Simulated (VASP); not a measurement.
Runs of VASP 6.6.1 on CdSe. The structure is that of space group F-43m (No. 216), or close to it. The cells are those of the table. 

```tsv
cell	gap on the mesh (eV)	pressure (GPa)
a = 4.382, b = 4.382, c = 4.338 Å, angles 60.3, 60.3, 59.3°, 2 atoms	0.96	(a)
a = 4.404, b = 4.404, c = 4.338 Å, angles 60.5, 60.5, 59.0°, 2 atoms	(b)	-1.3
a = 4.360, b = 4.360, c = 4.338 Å, angles 60.2, 60.2, 59.7°, 2 atoms	0.99	-0.3
a = 4.426, b = 4.426, c = 4.338 Å, angles 60.7, 60.7, 58.7°, 2 atoms	0.89	-1.7
```

Alike in all rows: task single point; level r2SCAN; potentials or basis VASP PAW PBE potentials, release 64 (Cd, Se); no spin polarisation; k mesh 8 × 8 × 8; cutoff (eV) 520; smearing gaussian 0.01 eV.

Task: Fill in the values left out.

Result: (a) -0.8; (b) 0.93.

Caveats: the structure was generated, so it needn't be the stable form of CdSe; the PAW data sets were made with another functional, which shifts forces and pressure a little.

A k mesh can miss the band edges, and the runs leave out spin-orbit coupling on Cd, Se.
